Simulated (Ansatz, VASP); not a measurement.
# KI in VASP and in Ansatz

The input INCAR:

```
SYSTEM = KI
ALGO = Normal
EDIFF = 1E-6
ENCUT = 520
GGA = PS
ISIF = 2
ISMEAR = 0
LASPH = .True.
LCHARG = .True.
LELF = .True.
LREAL = .False.
LVHAR = .True.
LWAVE = .False.
NBANDS = 15
NELM = 60
PREC = Accurate
SIGMA = 0.05
```

Contents of KPOINTS:

```
k-points
0
Gamma
  6 6 6
  0 0 0
```

Contents of POSCAR:

```
KI
1.0
    4.2911966600      0.0000000000      0.0000000000
    0.0000000000      4.2911966600      0.0000000000
    0.0000000000      0.0000000000      4.2911966600
K I
1 1
Direct
   -0.0247171187     -0.0247171187      0.0000000000
    0.5000000000      0.5000000000      0.5000000000
```

Input for Ansatz:

```yaml
crystal:
  lattice:
    - [4.29119666, 0.0, 0.0]
    - [0.0, 4.29119666, 0.0]
    - [0.0, 0.0, 4.29119666]
  atoms:
    - { symbol: K, position: [-0.0247171187, -0.0247171187, 0.0] }
    - { symbol: I, position: [0.5, 0.5, 0.5] }
basis:
  ecutwfc: 420
kpoints:
  mp_grid: { grid: [6, 6, 6] }
hamiltonian:
  xc: pbesol
scf:
  occupations: { method: gaussian, width: 0.05 }
output:
  forces: true
  stress: true
  eigenvalues: true
```

Change from the starting cell: all K atoms moved -0.150 Å, as atom 1 along Cartesian [1 1 0].

Alike in both runs: task single point; functional PBEsol; k mesh 6 × 6 × 6; occupations gaussian, width 0.05 eV; no spin polarisation.

|  | VASP | Ansatz |
| --- | --- | --- |
| version | VASP 6.6.1 | Ansatz 0.2.0 |
| potentials or method | VASP PAW PBE potentials, release 64 (K_sv, I), cutoff 520 eV | scalar-relativistic, plane waves, PAW |
| valence electrons in the cell | 16 | 26 |

VASP gave:

| Quantity | Value |
| --- | --- |
| gap on the k mesh at the Fermi level (eV) | 3.19 |
| least direct gap on the mesh (eV) | 3.56 |
| pressure (GPa) | -0.5 |
| traceless stress, the component that is largest in VASP (GPa) | 0.08 |
| rms of the force components (eV/Å) | 0.042 |

Problem. Which values does Ansatz return?

Solution. gap on the k mesh at the Fermi level (eV): 3.20; least direct gap on the mesh (eV): 3.56; pressure (GPa): -0.5; traceless stress, the component that is largest in VASP (GPa): 0.08; rms of the force components (eV/Å): 0.041.

VASP's potentials were made for PBE, not for PBEsol. Atom by atom the forces differ by 0.001 eV/Å (rms over components). VASP's potentials hold 16 valence electrons a cell and Ansatz's 26, so a difference there can come from the potentials and not from the codes.

Neither program's run includes spin-orbit coupling.
